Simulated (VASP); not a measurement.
# LiF (R-3m) in VASP: notebook

The runs below take LiF through single point, with r2SCAN.

Program: VASP 6.6.1. These are calculated values, not measurements. Logs are shortened: lines on timing, memory, paths and dates and some standing lists are left out, and cuts for length are marked.

## 1. The cell of the first run

It takes space group R-3m (No. 166, trigonal). Conventional cell: a = 3.007 Å, b = 3.007 Å, c = 6.260 Å, α = 90.00°, β = 90.00°, γ = 120.00°. Within 2.8 Å of Li (site symmetry -3m) lie 6 F at 2.03 Å and 6 Li at 2.71 Å. Within 2.8 Å of F (site symmetry -3m) lie 6 Li at 2.03 Å and 6 F at 2.71 Å.

## 2. Single point, r2SCAN

Input file POSCAR:

```
LiF
1.0
   -0.2126113725      1.9135023522      1.9135023522
    1.9135023522     -0.2126113725      1.9135023522
    1.9135023522      1.9135023522     -0.2126113725
Li F
1 1
Direct
    0.0000000000      0.0000000000      0.0000000000
    0.5000000000      0.5000000000      0.5000000000
```

Input file INCAR.step1:

```
PREC     = Accurate       # precision mode
ENCUT    = 520            # plane-wave cutoff, eV
ISMEAR   = 0              # smearing method
SIGMA    = 0.05           # smearing width, eV
LREAL    = False          # projectors in reciprocal space
LASPH    = True           # aspherical terms in the spheres
NELM     = 100            # most SCF steps
NBANDS   = 12             # bands
GGA      = PE             # functional
ALGO     = Normal         # electronic algorithm
EDIFF    = 1E-4           # SCF threshold, eV
LWAVE    = True           # write WAVECAR
LCHARG   = False          # write CHGCAR
```

Input file INCAR.step2:

```
PREC     = Accurate       # precision mode
ENCUT    = 520            # plane-wave cutoff, eV
EDIFF    = 1E-6           # SCF threshold, eV
ISMEAR   = 0              # smearing method
SIGMA    = 0.05           # smearing width, eV
LREAL    = False          # projectors in reciprocal space
LASPH    = True           # aspherical terms in the spheres
NELM     = 100            # most SCF steps
ALGO     = Normal         # electronic algorithm
ISIF     = 2              # what is computed and relaxed
LWAVE    = False          # write WAVECAR
LCHARG   = False          # write CHGCAR
METAGGA  = R2SCAN         # meta-GGA
LMIXTAU  = True         
NBANDS   = 12             # bands
ISTART   = 1
```

Input file KPOINTS:

```
regular mesh
0
Gamma
  12 12 12
```

Potentials or basis: VASP PAW PBE potentials, release 64 (Li_sv, F).

The run is started by

```sh
> cat potpaw_PBE.64/Li_sv/POTCAR potpaw_PBE.64/F/POTCAR > POTCAR
> cp INCAR.step1 INCAR
> mpirun -np 1 vasp_std > vasp.out
> cp INCAR.step2 INCAR
> mpirun -np 1 vasp_std > vasp.out
```

OUTCAR:

```text
PREC = Accurate
   ENCUT = 520
   EDIFF = 1E-6
   ISMEAR = 0
   LREAL = False
   LASPH = True
   NELM = 100
   ISIF = 2
   METAGGA = R2SCAN
   ISTART = 1

 ion  position               nearest neighbor table
   1  0.000  0.000  0.000-   2 2.03   2 2.03   2 2.03   2 2.03   2 2.03   2 2.03
   2  0.500  0.500  0.500-   1 2.03   1 2.03   1 2.03   1 2.03   1 2.03   1 2.03

  LATTYP: Found a trigonal (rhomboedric) cell.
 ALAT       =     2.7144402921
 COS(alpha) =     0.3865030675

  Lattice vectors:

 A1 = (  -0.2126113725,   1.9135023522,   1.9135023522)
 A2 = (   1.9135023522,  -0.2126113725,   1.9135023522)
 A3 = (   1.9135023522,   1.9135023522,  -0.2126113725)

Analysis of symmetry for initial positions (statically):
=====================================================================
 Subroutine PRICEL returns:
 Original cell was already a primitive cell.

 Routine SETGRP: Setting up the symmetry group for a
 trigonal (rhombohedral) supercell.

 Subroutine GETGRP returns: Found 12 space group operations
 (whereof 12 operations were pure point group operations)
 out of a pool of 12 trial point group operations.

The static configuration has the point symmetry D_3d.

Analysis of symmetry for dynamics (positions and initial velocities):
=====================================================================
 Subroutine PRICEL returns:
 Original cell was already a primitive cell.

 Routine SETGRP: Setting up the symmetry group for a
 trigonal (rhombohedral) supercell.

 Subroutine GETGRP returns: Found 12 space group operations
 (whereof 12 operations were pure point group operations)
 out of a pool of 12 trial point group operations.

The dynamic configuration has the point symmetry D_3d.

 Subroutine INISYM returns: Found 12 space group operations
 (whereof 12 operations are pure point group operations),
 and found     1 'primitive' translations

----------------------------------------------------------------------------------------

                                     Primitive cell

  volume of cell :      16.3384

  direct lattice vectors                    reciprocal lattice vectors
    -0.212611373  1.913502352  1.913502352    -0.221337283  0.249004443  0.249004443
     1.913502352 -0.212611373  1.913502352     0.249004443 -0.221337283  0.249004443
     1.913502352  1.913502352 -0.212611373     0.249004443  0.249004443 -0.221337283

  length of vectors
     2.714440292  2.714440292  2.714440292     0.415928622  0.415928622  0.415928622

  position of ions in fractional coordinates (direct lattice)
     0.000000000  0.000000000  0.000000000
     0.500000000  0.500000000  0.500000000

  ion indices of the primitive-cell ions
   primitive index   ion index
                 1           1
                 2           2

----------------------------------------------------------------------------------------

 KPOINTS: regular mesh

Automatic generation of k-mesh.
 Grid dimensions read from file:
 generate k-points for:   12   12   12

 Generating k-lattice:

  Cartesian coordinates                     Fractional coordinates (reciprocal lattice)
    -0.018444774  0.020750370  0.020750370     0.083333333  0.000000000  0.000000000
     0.020750370 -0.018444774  0.020750370     0.000000000  0.083333333  0.000000000
     0.020750370  0.020750370 -0.018444774     0.000000000  0.000000000  0.083333333

  Length of vectors
     0.034660718  0.034660718  0.034660718

  Shift w.r.t. Gamma in fractional coordinates (k-lattice)
     0.000000000  0.000000000  0.000000000

 Subroutine IBZKPT returns following result:
 ===========================================

 Found    189 irreducible k-points:

 Following reciprocal coordinates:
            Coordinates               Weight
  0.000000  0.000000  0.000000      1.000000
  0.083333  0.000000  0.000000      6.000000
  0.166667  0.000000  0.000000      6.000000
  0.250000  0.000000  0.000000      6.000000
  0.333333  0.000000 -0.000000      6.000000
  0.416667  0.000000  0.000000      6.000000
[... 16 lines left out ...]
  0.500000  0.166667  0.000000     12.000000
 -0.416667  0.166667  0.000000     12.000000
 [... further k-points ...]
   k-points           NKPTS =    189   k-points in BZ     NKDIM =    189   number of bands    NBANDS=     12
   number of dos      NEDOS =    301   number of ions     NIONS =      2
   total plane-waves  NPLWV =   8000
   dimension x,y,z NGX =    20 NGY =   20 NGZ =   20
   dimension x,y,z NGXF=    40 NGYF=   40 NGZF=   40
   ions per type =               1   1
   NGX,Y,Z   is equivalent  to a cutoff of  12.25, 12.25, 12.25 a.u.
   NGXF,Y,Z  is equivalent  to a cutoff of  24.50, 24.50, 24.50 a.u.
 SYSTEM =  unknown system
   PREC   = accura    normal or accurate (medium, high low for compatibility)
   ISTART =      1    job   : 0-new  1-cont  2-samecut
   ICHARG =      0    charge: 1-file 2-atom 10-const
   ISPIN  =      1    spin polarized calculation?
   LNONCOLLINEAR =      F non collinear calculations
   LSORBIT =      F    spin-orbit coupling
   LASPH  =      T    aspherical Exc in radial PAW
   ENCUT  =  520.0 eV  38.22 Ry    6.18 a.u.   5.05  5.05  5.05*2*pi/ulx,y,z
   NELM   =    100;   NELMIN=  2; NELMDL=  0     # of ELM steps
   EDIFF  = 0.1E-05   stopping-criterion for ELM
   LREAL  =      F    real-space projection
   EDIFFG = 0.1E-04   stopping-criterion for IOM
   NSW    =      0    number of steps for IOM
   IBRION =     -1    ionic relax: 0-MD 1-quasi-New 2-CG
   NFREE  =      0    steps in history (QN), initial steepest desc. (CG)
   ISIF   =      2    stress and relaxation
   ISYM   =      2    0-nonsym 1-usesym 2-fastsym
   POTIM  = 0.5000    time-step for ionic-motion
   TEBEG  =    0.0;   TEEND  =   0.0 temperature during run
   PSTRESS=    0.0 pullay stress
   NELECT =      10.0000    total number of electrons
   NUPDOWN=      -1.0000    fix difference up-down
   EMIN   =  10.00;   EMAX   =-10.00  energy-range for DOS
   EFERMI =   0.00;   METHOD = LEGACY
   ISMEAR =     0;   SIGMA  =   0.05  broadening in eV -4-tet -1-fermi 0-gaus
   EFERMI_NEDOS =   21; number of points for ismear=-14 and -15
   IALGO  =     38    algorithm
   IMIX   =      4    mixing-type and parameters
     AMIX     =   0.40;   BMIX     =  1.00
     AMIX_MAG =   1.60;   BMIX_MAG =  1.00
  volume/ion in A,a.u.               =       8.17        55.13
  Fermi-wavevector in a.u.,A,eV,Ry     =   1.389970  2.626662 26.286674  1.932016
  Thomas-Fermi vector in A             =   2.513950
   LORBIT       =      0    0 simple, 1 ext, 2 COOP (PROOUT), +10 PAW based schemes
   METAGGA = R2SCAN    functional components
   LHFCALC =     F    Hartree Fock is set to
   AEXX    =    0.0000 exact exchange contribution
   IVDW    =     0    specifies the selected vdW correction
   LEPSILON=     F    determine dielectric tensor
   LRPA    =     F    only Hartree local field effects (RPA)
 non-spin polarized calculation
 Gauss-broadening in eV      SIGMA  =   0.05
  energy-cutoff  :      520.00
  volume of cell :       16.34
 maximum number of plane-waves:       455
   NGX = 11   NGY = 11   NGZ = 11

 number of electron       9.9999991 magnetization

 Free energy of the ion-electron system (eV)
  ---------------------------------------------------
  ext. energy  EPLUGINS =         0.00000000
  ---------------------------------------------------
  free energy    TOTEN  =       -11.80060702 eV

  energy without entropy =      -11.80060702  energy(sigma->0) =      -11.80060702

 E-fermi :  -0.8840     XC(G=0): -10.5479

 val. band max:       -1.0984891350   @ k =   0.0000   0.0000   0.0000
 cond. band min:       8.5915727860   @ k =   0.0000   0.0000   0.0000
 fundamental gap:      9.6900619210
 Fermi energy:        -0.8839737046

 k-point     1 :       0.0000    0.0000    0.0000
  band No.  band energies     occupation
      1     -43.7921      2.00000
      2     -22.6809      2.00000
      3      -1.7713      2.00000
      4      -1.7713      2.00000
      5      -1.0985      2.00000
      6       8.5916      0.00000
      7      22.1953      0.00000
      8      22.1953      0.00000
      9      23.8765      0.00000
     10      23.8837      0.00000
     11      23.8837      0.00000
     12      28.3579      0.00000

 k-point     2 :       0.0833    0.0000    0.0000
  band No.  band energies     occupation
      1     -43.7886      2.00000
      2     -22.6572      2.00000
      3      -1.9310      2.00000
      4      -1.7736      2.00000
      5      -1.1502      2.00000
      6       8.7831      0.00000
      7      20.3906      0.00000
      8      21.9956      0.00000
      9      23.7437      0.00000
     10      23.9012      0.00000
     11      25.8678      0.00000
     12      27.7104      0.00000

 k-point     3 :       0.1667    0.0000    0.0000
  band No.  band energies     occupation
      1     -43.7791      2.00000
      2     -22.5923      2.00000
      3      -2.3919      2.00000
      4      -1.7796      2.00000
      5      -1.2353      2.00000
      6       9.2553      0.00000
      7      18.4082      0.00000
      8      21.2815      0.00000
      9      23.2223      0.00000
     10      24.3461      0.00000
     11      27.2110      0.00000
     12      28.3268      0.00000
[... 286 lines left out ...]
 k-point    23 :       0.5000    0.1667    0.0000
  band No.  band energies     occupation
      1     -43.7349      2.00000
      2     -22.2253      2.00000
      3      -4.0486      2.00000
      4      -2.3499      2.00000
      5      -1.6330      2.00000
      6      11.3529      0.00000
      7      15.5545      0.00000
      8      18.8667      0.00000
      9      20.7897      0.00000
     10      25.1553      0.00000
     11      31.6733      0.00000
     12      33.0240      0.00000

 k-point    24 :      -0.4167    0.1667    0.0000
  band No.  band energies     occupation
      1     -43.7352      2.00000
      2     -22.2349      2.00000
      3      -4.0006      2.00000
      4      -2.4415      2.00000
      5      -1.5877      2.00000
      6      11.3808      0.00000
      7      15.3762      0.00000
      8      18.9021      0.00000
      9      20.6876      0.00000
     10      26.5958      0.00000
     11      30.9262      0.00000
     12      32.5972      0.00000

 [... further k-points ...]
[... 5 lines left out ...]
  --------------------------------------------------------------------------------------
  -------------------------------------------------------------------------------------
  Total       -0.2710533     -0.2710533     -0.2710533      0.5465423      0.5465423      0.5465423
  in kB      -26.5801149    -26.5801149    -26.5801149     53.5952129     53.5952129     53.5952129
  external PRESSURE =     -26.5801149 kB  Pullay stress =       0.0000000 kB

 VOLUME and BASIS-vectors are now :
 -----------------------------------------------------------------------------
  energy-cutoff  :      520.00
  volume of cell :       16.34
      direct lattice vectors                 reciprocal lattice vectors
    -0.212611373  1.913502352  1.913502352    -0.221337283  0.249004443  0.249004443
     1.913502352 -0.212611373  1.913502352     0.249004443 -0.221337283  0.249004443
     1.913502352  1.913502352 -0.212611373     0.249004443  0.249004443 -0.221337283

 POSITION                                       TOTAL-FORCE (eV/Angst)
 -----------------------------------------------------------------------------------
      0.00000      0.00000      0.00000        -0.000000      0.000000     -0.000000
      1.80720      1.80720      1.80720         0.000000     -0.000000      0.000000
 -----------------------------------------------------------------------------------
    total drift:                                0.000000      0.000000      0.000000

  FREE ENERGIE OF THE ION-ELECTRON SYSTEM (eV)
  ---------------------------------------------------
  free  energy   TOTEN  =       -11.8006070204 eV

  energy  without entropy=      -11.8006070204  energy(sigma->0) =      -11.80060702
```

It took 43 s on 1 thread of Intel Xeon 6975P-C (Granite Rapids), shared host; peak memory 0.14 GiB.

What came out:

```yaml
Free_energy: -11.8006 eV
Band_gap_on_the_k_mesh: 9.69 eV
```

Caveat: the cutoff is under 1.25 times the usual one of these potentials, so pressure, stress and relaxed cells hold a basis-set (Pulay) error; the PAW data sets were made with another functional, which shifts forces and pressure a little.

## 3. Single point, r2SCAN

This run uses another cell than the first one, of the same volume but with other edges.

Input file POSCAR:

```
LiF
1.0
    0.2526995416      2.1479461038      2.1479461038
    2.1479461038      0.2526995416      2.1479461038
    2.1479461038      2.1479461038      0.2526995416
Li F
1 1
Direct
    0.0000000000      0.0000000000      0.0000000000
    0.5000000000      0.5000000000      0.5000000000
```

Input file INCAR.step1:

```
SYSTEM = LiF
PREC = Accurate
ENCUT = 520
ISMEAR = 0
SIGMA = 0.05
LREAL = .FALSE.
LASPH = .TRUE.
NELM = 80
NBANDS = 12
GGA = PE
ALGO = Normal
EDIFF = 1E-4
LWAVE = .TRUE.
LCHARG = .FALSE.
```

Input file INCAR.step2:

```
SYSTEM = LiF
PREC = Accurate
ENCUT = 520
EDIFF = 1E-6
ISMEAR = 0
SIGMA = 0.05
LREAL = .FALSE.
LASPH = .TRUE.
NELM = 80
ALGO = Normal
ISIF = 2
LWAVE = .FALSE.
LCHARG = .TRUE.
METAGGA = R2SCAN
LMIXTAU = .TRUE.
LELF = .TRUE.
LVHAR = .TRUE.
NBANDS = 12
ISTART = 1
```

Input file KPOINTS:

```
regular mesh
0
G
  12 12 12
  0 0 0
```

Potentials or basis: VASP PAW PBE potentials, release 64 (Li_sv, F).

The run is started by

```sh
> cat potpaw_PBE.64/Li_sv/POTCAR potpaw_PBE.64/F/POTCAR > POTCAR
> cp INCAR.step1 INCAR
> mpirun -np 1 vasp_std > vasp.out
> cp INCAR.step2 INCAR
> mpirun -np 1 vasp_std > vasp.out
```

Run time: 44 s. Hardware: 1 thread of Intel Xeon 6975P-C (Granite Rapids), shared host; peak memory 0.16 GiB.

It converged, with:

| Quantity | Value |
| --- | --- |
| Free energy | -11.7259 eV |
| Band gap on the k mesh | 9.56 eV |

Levels at points of the mesh, in eV from the valence-band top:
```tsv
k point	band 1	band 2	band 3	band 4	band 5	band 6	band 7	band 8	band 9	band 10
(0.00, 0.00, 0.00)	-42.78	-21.57	-1.21	0.00	0.00	9.56	21.83	22.87	26.55	26.55
(0.50, 0.00, 0.00)	-42.71	-20.98	-2.95	-1.08	-0.47	10.72	18.23	18.59	20.41	29.55
(0.50, 0.50, 0.00)	-42.70	-20.81	-3.44	-1.90	-0.87	14.91	16.59	19.07	20.83	22.42
(0.50, 0.50, 0.50)	-42.75	-21.40	-3.08	-0.10	-0.10	12.19	15.54	22.54	22.54	32.92
```

Caveat: the cutoff is under 1.25 times the usual one of these potentials, so pressure, stress and relaxed cells hold a basis-set (Pulay) error; the PAW data sets were made with another functional, which shifts forces and pressure a little.
